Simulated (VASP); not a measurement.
Input of a VASP 6.6.1 run:

INCAR

```
SYSTEM = Tl
ALGO = Normal ; EDIFF = 1E-7
ENCUT = 520 ; GGA = PS
ISIF = 2 ; ISMEAR = -1
LASPH = .TRUE. ; LCHARG = .FALSE.
LREAL = .FALSE. ; LWAVE = .FALSE.
NBANDS = 34 ; NELM = 60
PREC = Accurate ; SIGMA = 0.05
```

KPOINTS

```
k-points
0
G
  9 9 3
  0 0 0
```

Contents of POSCAR:

```
Tl
1.0
    3.4850889649      0.0000000000      0.0000000000
   -1.7425444824      3.0181755779      0.0000000000
    0.0000000000      0.0000000000     11.1899942671
Tl
4
Direct
    0.6666666667      0.3333333333      0.7500000000
    0.0000000000      0.0000000000      0.5000000000
    0.3333333333      0.6666666667      0.2500000000
    0.0000000000      0.0000000000      0.0000000000
```

Potentials or basis: VASP PAW PBE potentials, release 64 (Tl_d).

Command:

```console
$ cat potpaw_PBE.64/Tl_d/POTCAR > POTCAR
$ mpirun -np 1 vasp_std > vasp.out
```

Task: Estimate the band gap on the k mesh.

Result: Zero (band 26 reaches 9.37 eV, above the bottom of band 27 at 5.15 eV).

Task: What does it give for the pressure?

Result: -1.2 GPa.

Caveat: the PAW data sets were made with another functional, which shifts forces and pressure a little; spin-orbit coupling is left out, which moves the levels of the heavy elements.
